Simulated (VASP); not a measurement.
Wanted: the native input for a VASP 6.6.1 run.

```
Task                   : single point
Functional             : PBEsol
Potentials or basis    : VASP PAW PBE potentials, release 64 (Al, Ru_pv)
Cutoff                 : 520 eV
k mesh                 : 10 × 10 × 10
Occupations            : gaussian, width 0.01 eV
Spin                   : no spin polarisation
Dipole correction      : no
Further INCAR settings : ALGO = Normal; EDIFF = 1e-06; NBANDS = 29
```

The structure of Al2Ru lies in POSCAR:

```
Al2Ru
1.0
    0.0000000000      3.8946216163      4.3079757293
    2.3028021855      0.0000000000      4.3079757293
    2.3028021855      3.8946216163      0.0000000000
Al Ru
4 2
Direct
    0.0797821029      0.4202178971      0.0797821029
    0.4202178971      0.0797821029      0.4202178971
    0.1702178971      0.8297821029      0.1702178971
    0.8297821029      0.1702178971      0.8297821029
    0.7500000000      0.7500000000      0.7500000000
    0.5000000000      0.5000000000      0.5000000000
```

This cell differs from its parent crystal: volume scaled by 0.94, then relaxed in part.

The input as run:

INCAR

```
SYSTEM = Al2Ru
PREC = Accurate
ENCUT = 520
EDIFF = 1E-6
ISMEAR = 0
SIGMA = 0.01
LREAL = .FALSE.
LASPH = .TRUE.
NELM = 60
ALGO = Normal
ISIF = 2
LWAVE = .FALSE.
LCHARG = .FALSE.
GGA = PS
NBANDS = 29
```

KPOINTS

```
Automatic mesh
0
G
  10 10 10
  0 0 0
```

Potentials or basis: VASP PAW PBE potentials, release 64 (Al, Ru_pv).

Command:

```console
$ cat potpaw_PBE.64/Al/POTCAR potpaw_PBE.64/Ru_pv/POTCAR > POTCAR
$ mpirun -np 1 vasp_std > vasp.out
```

Results of the run:

* Pressure: 12.8 GPa
* Band gap on the k mesh: 0.11 eV, indirect (least direct gap 1.34 eV)

Caveat: the PAW data sets were made with another functional, which shifts forces and pressure a little.

Wall time 2.4 min on 1 thread of Intel(R) Xeon(R) 6975P-C (Granite Rapids), with other jobs on the host, peak memory 0.46 GiB.
